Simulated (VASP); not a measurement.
Here is a VASP 6.6.1 calculation.

Contents of POSCAR:

```
MnO
1.0
    0.0000000000      2.2252395987     -2.2252395987
    0.0000000000      2.2252395987      2.2252395987
    4.4504791974      0.0000000000      0.0000000000
Mn O
2 2
Direct
    0.0000000000      0.0000000000      0.0000000000
    0.5000000000      0.5000000000      0.5000000000
    0.0000000000      1.0000000000      0.5000000000
    0.5000000000      1.5000000000      1.0000000000
```

The input INCAR.step1:

```
PREC = Accurate
ENCUT = 520
ISMEAR = 0
SIGMA = 0.05
LREAL = False
LASPH = True
NELM = 150
ISPIN = 2
MAGMOM = 5 5 0 0
LMAXMIX = 4
NBANDS = 31
GGA = PE
ALGO = Normal
EDIFF = 1E-4
LWAVE = True
LCHARG = False
```

The input INCAR.step2:

```
PREC = Accurate
ENCUT = 520
EDIFF = 1E-6
ISMEAR = 0
SIGMA = 0.05
LREAL = False
LASPH = True
NELM = 150
ALGO = Normal
ISIF = 2
LWAVE = False
LCHARG = False
ISPIN = 2
MAGMOM = 5 5 0 0
LORBIT = 11
LMAXMIX = 4
METAGGA = R2SCAN
LMIXTAU = True
NBANDS = 31
ISTART = 1
```

KPOINTS

```
Automatic mesh
0
Gamma
  10 10 8
```

Potentials or basis: VASP PAW PBE potentials, release 64 (Mn_pv, O).

Launch:

```console
$ cat potpaw_PBE.64/Mn_pv/POTCAR potpaw_PBE.64/O/POTCAR > POTCAR
$ cp INCAR.step1 INCAR
$ mpirun -np 1 vasp_std > vasp.out
$ cp INCAR.step2 INCAR
$ mpirun -np 1 vasp_std > vasp.out
```

Question: Estimate the site moments.

Answer: Mn +4.54; O +0.23 μB.

Question: What does it give for the net moment?

Answer: 10.00 μB per cell.

Question: What does it give for the band gap on the k mesh?

Answer: Zero (filled and empty bands overlap).

Question: Estimate the pressure.

Answer: 0.2 GPa.

Stress tensor (GPa, compression positive):
```
0.32 0.00 0.00
0.00 0.09 0.00
0.00 0.00 0.09
```

Caveat: the PAW data sets were made with another functional, which shifts forces and pressure a little; semilocal functionals often make such compounds metallic where correlation or magnetic order opens a gap, which also shifts bond lengths. With open d or f shells a metallic result of r2SCAN can be an artefact of self-interaction; +U or a hybrid may open a gap.
